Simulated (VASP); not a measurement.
CoO, 2 atoms in the cell. The structure is hexagonal, space group P-6m2 (No. 187). Conventional cell: a = 2.847 Å, b = 2.847 Å, c = 2.740 Å, α = 90.00°, β = 90.00°, γ = 120.00°. Within 2.9 Å of Co (site symmetry -6m2) lie 6 O at 2.14 Å and 8 Co at 2.74 to 2.85 Å. Within 2.9 Å of O (site symmetry -6m2) lie 6 Co at 2.14 Å and 8 O at 2.74 to 2.85 Å. 

- Program: VASP 6.6.1
- Task: single point
- Functional: PBE
- Potentials or basis: VASP PAW PBE potentials, release 64 (Co, O)
- Cutoff: 520 eV
- k mesh: 11 × 11 × 10
- Occupations: fermi-dirac, width 0.05 eV
- Spin: collinear spin, ferromagnetic start
- Starting moments: [2.0, 0.0] μB
- Dipole correction: no
- Further INCAR settings: ALGO = Normal; EDIFF = 1e-07; NBANDS = 18

Potentials or basis: VASP PAW PBE potentials, release 64 (Co, O).

Launch:

```sh
$ cat potpaw_PBE.64/Co/POTCAR potpaw_PBE.64/O/POTCAR > POTCAR
$ mpirun -np 1 vasp_std > vasp.out
```

Hardware: 1 thread of AMD EPYC 9R45 96-Core Processor (Zen 5), on a shared host.

Task: Estimate the wall time of this run.

Result: Wall time 100 s on 1 thread of AMD EPYC 9R45 96-Core Processor (Zen 5), on a shared host, peak memory 0.2 GiB. Counts: scf iterations 19, k points 216.
